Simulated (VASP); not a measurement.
# V (Im-3m) in VASP: single point with PBEsol

Aim: the single point of V with PBEsol.

Everything below comes from runs of VASP 6.6.1. Logs are shortened: lines on timing, memory, paths and dates and some standing lists are left out, and cuts for length are marked.

### Step 1. The cell of the first run

Symmetry: Im-3m, No. 229, cubic system. The conventional cell has a = 2.958 Å, b = 2.958 Å, c = 2.958 Å, α = 90.00°, β = 90.00°, γ = 90.00°. V (site symmetry m-3m) has 14 V at 2.56 to 2.96 Å within 3.4 Å.

### Step 2. Single point, PBEsol, collinear spin, ferromagnetic start

File INCAR:

```
PREC     = Accurate       # precision mode
ENCUT    = 520            # plane-wave cutoff, eV
EDIFF    = 1E-7           # SCF threshold, eV
ISMEAR   = -1             # smearing method
SIGMA    = 0.05           # smearing width, eV
LREAL    = F              # projectors in reciprocal space
LASPH    = T              # aspherical terms in the spheres
NELM     = 150            # most SCF steps
ALGO     = Normal         # electronic algorithm
ISIF     = 2              # what is computed and relaxed
LWAVE    = F              # write WAVECAR
LCHARG   = F              # write CHGCAR
ISPIN    = 2              # spin polarisation
MAGMOM   = 1              # initial moments
LORBIT   = 11             # projections on sites
LMAXMIX  = 4              # l up to which the mixer works
GGA      = PS             # functional
NBANDS   = 16             # bands
```

File KPOINTS:

```
regular mesh
0
Gamma
  24 24 24
```

File POSCAR:

```
V
1.0
   -1.4789932765      1.4789932765      1.4789932765
    1.4789932765     -1.4789932765      1.4789932765
    1.4789932765      1.4789932765     -1.4789932765
V
1
Direct
    0.0000000000      0.0000000000      0.0000000000
```

Potentials or basis: VASP PAW PBE potentials, release 64 (V_sv).

The run is started by

```console
$ cat potpaw_PBE.64/V_sv/POTCAR > POTCAR
$ mpirun -np 1 vasp_std > vasp.out
```

OUTCAR:

```text
PREC = Accurate
   ENCUT = 520
   EDIFF = 1E-7
   ISMEAR = -1
   LREAL = F
   LASPH = T
   NELM = 150
   ISIF = 2
   ISPIN = 2
   LORBIT = 11
   GGA = PS

 ion  position               nearest neighbor table
   1  0.000  0.000  0.000-

  LATTYP: Found a body centered cubic cell.
 ALAT       =     2.9579865530

  Lattice vectors:

 A1 = (  -1.4789932765,   1.4789932765,   1.4789932765)
 A2 = (   1.4789932765,  -1.4789932765,   1.4789932765)
 A3 = (   1.4789932765,   1.4789932765,  -1.4789932765)

Analysis of symmetry for initial positions (statically):
=====================================================================
 Subroutine PRICEL returns:
 Original cell was already a primitive cell.

 Routine SETGRP: Setting up the symmetry group for a
 body centered cubic supercell.

 Subroutine GETGRP returns: Found 48 space group operations
 (whereof 48 operations were pure point group operations)
 out of a pool of 48 trial point group operations.

The static configuration has the point symmetry O_h .

Analysis of symmetry for dynamics (positions and initial velocities):
=====================================================================
 Subroutine PRICEL returns:
 Original cell was already a primitive cell.

 Routine SETGRP: Setting up the symmetry group for a
 body centered cubic supercell.

 Subroutine GETGRP returns: Found 48 space group operations
 (whereof 48 operations were pure point group operations)
 out of a pool of 48 trial point group operations.

The dynamic configuration has the point symmetry O_h .

Analysis of structural, dynamic, and magnetic symmetry:
=====================================================================
 Subroutine PRICEL returns:
 Original cell was already a primitive cell.

 Routine SETGRP: Setting up the symmetry group for a
 body centered cubic supercell.

 Subroutine GETGRP returns: Found 48 space group operations
 (whereof 48 operations were pure point group operations)
 out of a pool of 48 trial point group operations.

The overall configuration has the point symmetry O_h .

 Subroutine INISYM returns: Found 48 space group operations
 (whereof 48 operations are pure point group operations),
 and found     1 'primitive' translations

----------------------------------------------------------------------------------------

                                     Primitive cell

  volume of cell :      12.9407

  direct lattice vectors                    reciprocal lattice vectors
    -1.478993277  1.478993277  1.478993277     0.000000000  0.338067798  0.338067798
     1.478993277 -1.478993277  1.478993277     0.338067798  0.000000000  0.338067798
     1.478993277  1.478993277 -1.478993277     0.338067798  0.338067798  0.000000000

  length of vectors
     2.561691499  2.561691499  2.561691499     0.478100065  0.478100065  0.478100065

  position of ions in fractional coordinates (direct lattice)
     0.000000000  0.000000000  0.000000000

  ion indices of the primitive-cell ions
   primitive index   ion index
                 1           1

----------------------------------------------------------------------------------------

 KPOINTS: regular mesh

Automatic generation of k-mesh.
 Grid dimensions read from file:
 generate k-points for:   24   24   24

 Generating k-lattice:

  Cartesian coordinates                     Fractional coordinates (reciprocal lattice)
     0.000000000  0.014086158  0.014086158     0.041666667  0.000000000  0.000000000
     0.014086158  0.000000000  0.014086158     0.000000000  0.041666667  0.000000000
     0.014086158  0.014086158  0.000000000     0.000000000  0.000000000  0.041666667

  Length of vectors
     0.019920836  0.019920836  0.019920836

  Shift w.r.t. Gamma in fractional coordinates (k-lattice)
     0.000000000  0.000000000  0.000000000

 Subroutine IBZKPT returns following result:
 ===========================================

 Found    413 irreducible k-points:

 Following reciprocal coordinates:
            Coordinates               Weight
  0.000000  0.000000  0.000000      1.000000
  0.041667  0.000000  0.000000     12.000000
  0.083333  0.000000  0.000000     12.000000
  0.125000  0.000000  0.000000     12.000000
  0.166667  0.000000  0.000000     12.000000
  0.208333  0.000000  0.000000     12.000000
[... 16 lines left out ...]
  0.416667  0.041667  0.000000     48.000000
  0.458333  0.041667  0.000000     48.000000
 [... further k-points ...]
   k-points           NKPTS =    413   k-points in BZ     NKDIM =    413   number of bands    NBANDS=     16
   number of dos      NEDOS =    301   number of ions     NIONS =      1
   total plane-waves  NPLWV =   8000
   dimension x,y,z NGX =    20 NGY =   20 NGZ =   20
   dimension x,y,z NGXF=    40 NGYF=   40 NGZF=   40
   ions per type =               1
   NGX,Y,Z   is equivalent  to a cutoff of  12.98, 12.98, 12.98 a.u.
   NGXF,Y,Z  is equivalent  to a cutoff of  25.96, 25.96, 25.96 a.u.
 SYSTEM =  unknown system
   PREC   = accura    normal or accurate (medium, high low for compatibility)
   ISTART =      0    job   : 0-new  1-cont  2-samecut
   ICHARG =      2    charge: 1-file 2-atom 10-const
   ISPIN  =      2    spin polarized calculation?
   LNONCOLLINEAR =      F non collinear calculations
   LSORBIT =      F    spin-orbit coupling
   LASPH  =      T    aspherical Exc in radial PAW
   ENCUT  =  520.0 eV  38.22 Ry    6.18 a.u.   4.76  4.76  4.76*2*pi/ulx,y,z
   NELM   =    150;   NELMIN=  2; NELMDL= -5     # of ELM steps
   EDIFF  = 0.1E-06   stopping-criterion for ELM
   LREAL  =      F    real-space projection
   EDIFFG = 0.1E-05   stopping-criterion for IOM
   NSW    =      0    number of steps for IOM
   IBRION =     -1    ionic relax: 0-MD 1-quasi-New 2-CG
   NFREE  =      0    steps in history (QN), initial steepest desc. (CG)
   ISIF   =      2    stress and relaxation
   ISYM   =      2    0-nonsym 1-usesym 2-fastsym
   POTIM  = 0.5000    time-step for ionic-motion
   TEBEG  =    0.0;   TEEND  =   0.0 temperature during run
   PSTRESS=    0.0 pullay stress
   NELECT =      13.0000    total number of electrons
   NUPDOWN=      -1.0000    fix difference up-down
   EMIN   =  10.00;   EMAX   =-10.00  energy-range for DOS
   EFERMI =   0.00;   METHOD = LEGACY
   ISMEAR =    -1;   SIGMA  =   0.05  broadening in eV -4-tet -1-fermi 0-gaus
   EFERMI_NEDOS =   21; number of points for ismear=-14 and -15
   IALGO  =     38    algorithm
   IMIX   =      4    mixing-type and parameters
     AMIX     =   0.40;   BMIX     =  1.00
     AMIX_MAG =   1.60;   BMIX_MAG =  1.00
  volume/ion in A,a.u.               =      12.94        87.33
  Fermi-wavevector in a.u.,A,eV,Ry     =   1.639594  3.098384 36.576130  2.688270
  Thomas-Fermi vector in A             =   2.730374
   LORBIT       =     11    0 simple, 1 ext, 2 COOP (PROOUT), +10 PAW based schemes
   GGA     = PS    functional components
   LHFCALC =     F    Hartree Fock is set to
   AEXX    =    0.0000 exact exchange contribution
   IVDW    =     0    specifies the selected vdW correction
   LEPSILON=     F    determine dielectric tensor
   LRPA    =     F    only Hartree local field effects (RPA)
 spin polarized calculation
  energy-cutoff  :      520.00
  volume of cell :       12.94
 maximum number of plane-waves:       370
   NGX =  9   NGY =  9   NGZ =  9

 number of electron      13.0000002 magnetization      -0.0005609

 number of electron      13.0000002 magnetization       0.0004650

 Free energy of the ion-electron system (eV)
  ---------------------------------------------------
  ext. energy  EPLUGINS =         0.00000000
  ---------------------------------------------------
  free energy    TOTEN  =        -9.64175478 eV

  energy without entropy =       -9.62768579  energy(sigma->0) =       -9.63472028

 E-fermi :  10.0681     XC(G=0): -13.2795

 val. band max:       10.0651982152   @ k =  -0.3333   0.4167   0.0417
 cond. band min:      10.0796008403   @ k =  -0.1667   0.1667   0.0417
 fundamental gap:      0.0144026251
 Fermi energy:        10.0680870430

 spin component 1

 k-point     1 :       0.0000    0.0000    0.0000
  band No.  band energies     occupation
      1     -53.3613      1.00000
      2     -26.6923      1.00000
      3     -26.6923      1.00000
      4     -26.6923      1.00000
      5       3.3860      1.00000
      6      10.4881      0.00022
[... 8 lines left out ...]
     15      38.3004      0.00000
     16      42.8379      0.00000

 k-point     2 :       0.0417    0.0000    0.0000
  band No.  band energies     occupation
      1     -53.3573      1.00000
      2     -26.7108      1.00000
      3     -26.6979      1.00000
      4     -26.6925      1.00000
      5       3.4594      1.00000
      6      10.4558      0.00043
[... 8 lines left out ...]
     15      38.4346      0.00000
     16      41.8365      0.00000

 k-point     3 :       0.0833    0.0000    0.0000
  band No.  band energies     occupation
      1     -53.3457      1.00000
      2     -26.7649      1.00000
      3     -26.7142      1.00000
      4     -26.6929      1.00000
      5       3.6760      1.00000
      6      10.3623      0.00278
[... 8 lines left out ...]
     15      38.7538      0.00000
     16      40.4837      0.00000
[... 362 lines left out ...]
 k-point    23 :       0.4167    0.0417    0.0000
  band No.  band energies     occupation
      1     -53.1332      1.00000
      2     -27.6831      1.00000
      3     -27.0051      1.00000
      4     -26.7082      1.00000
      5       6.7899      1.00000
      6       8.9163      1.00000
[... 8 lines left out ...]
     15      37.8042      0.00000
     16      39.7952      0.00000

 k-point    24 :       0.4583    0.0417    0.0000
  band No.  band energies     occupation
      1     -53.1252      1.00000
      2     -27.7158      1.00000
      3     -27.0161      1.00000
      4     -26.7085      1.00000
      5       6.7885      1.00000
      6       8.8687      1.00000
[... 8 lines left out ...]
     15      37.9282      0.00000
     16      39.5724      0.00000

 [... further k-points ...]

 spin component 2

 k-point     1 :       0.0000    0.0000    0.0000
  band No.  band energies     occupation
      1     -53.3609      1.00000
      2     -26.6920      1.00000
      3     -26.6920      1.00000
      4     -26.6920      1.00000
      5       3.3863      1.00000
      6      10.4886      0.00022
[... 8 lines left out ...]
     15      38.3005      0.00000
     16      42.8383      0.00000

 k-point     2 :       0.0417    0.0000    0.0000
  band No.  band energies     occupation
      1     -53.3569      1.00000
      2     -26.7104      1.00000
      3     -26.6975      1.00000
      4     -26.6921      1.00000
      5       3.4597      1.00000
      6      10.4563      0.00042
[... 8 lines left out ...]
     15      38.4347      0.00000
     16      41.8360      0.00000

 k-point     3 :       0.0833    0.0000    0.0000
  band No.  band energies     occupation
      1     -53.3453      1.00000
      2     -26.7645      1.00000
      3     -26.7139      1.00000
      4     -26.6925      1.00000
      5       3.6763      1.00000
      6      10.3627      0.00275
[... 8 lines left out ...]
     15      38.7540      0.00000
     16      40.4841      0.00000
[... 362 lines left out ...]
 k-point    23 :       0.4167    0.0417    0.0000
  band No.  band energies     occupation
      1     -53.1329      1.00000
      2     -27.6828      1.00000
      3     -27.0048      1.00000
      4     -26.7078      1.00000
      5       6.7902      1.00000
      6       8.9167      1.00000
[... 8 lines left out ...]
     15      37.8045      0.00000
     16      39.7955      0.00000

 k-point    24 :       0.4583    0.0417    0.0000
  band No.  band energies     occupation
      1     -53.1248      1.00000
      2     -27.7154      1.00000
      3     -27.0157      1.00000
      4     -26.7082      1.00000
      5       6.7888      1.00000
      6       8.8691      1.00000
[... 8 lines left out ...]
     15      37.9285      0.00000
     16      39.5727      0.00000

 [... further k-points ...]
[... 5 lines left out ...]
  --------------------------------------------------------------------------------------
  -------------------------------------------------------------------------------------
  Total        0.0286216      0.0286216      0.0286216      0.0000000      0.0000000      0.0000000
  in kB        3.5436145      3.5436145      3.5436145      0.0000000      0.0000000      0.0000000
  external PRESSURE =       3.5436145 kB  Pullay stress =       0.0000000 kB

 VOLUME and BASIS-vectors are now :
 -----------------------------------------------------------------------------
  energy-cutoff  :      520.00
  volume of cell :       12.94
      direct lattice vectors                 reciprocal lattice vectors
    -1.478993277  1.478993277  1.478993277     0.000000000  0.338067798  0.338067798
     1.478993277 -1.478993277  1.478993277     0.338067798  0.000000000  0.338067798
     1.478993277  1.478993277 -1.478993277     0.338067798  0.338067798  0.000000000

 POSITION                                       TOTAL-FORCE (eV/Angst)
 -----------------------------------------------------------------------------------
      0.00000      0.00000      0.00000        -0.000000      0.000000      0.000000
 -----------------------------------------------------------------------------------
    total drift:                                0.000000     -0.000000      0.000000

  FREE ENERGIE OF THE ION-ELECTRON SYSTEM (eV)
  ---------------------------------------------------
  free  energy   TOTEN  =        -9.6417547768 eV

  energy  without entropy=       -9.6276857905  energy(sigma->0) =       -9.63472028

 total charge

# of ion       s       p       d       tot
------------------------------------------
    1        2.355   6.237   3.138  11.730

 magnetization (x)

# of ion       s       p       d       tot
------------------------------------------
    1        0.000   0.000   0.000   0.000
```

Wall time 2 min (1 thread of Intel Xeon Platinum 8488C (Sapphire Rapids), shared host); peak memory 0.24 GiB.

Results:

* Free energy: -9.6418 eV
* Pressure: 0.4 GPa
* Net moment: 0.00 μB per cell
* Valence electrons inside the program's atomic spheres: V 11.73

Caveat: the PAW data sets were made with another functional, which shifts forces and pressure a little.
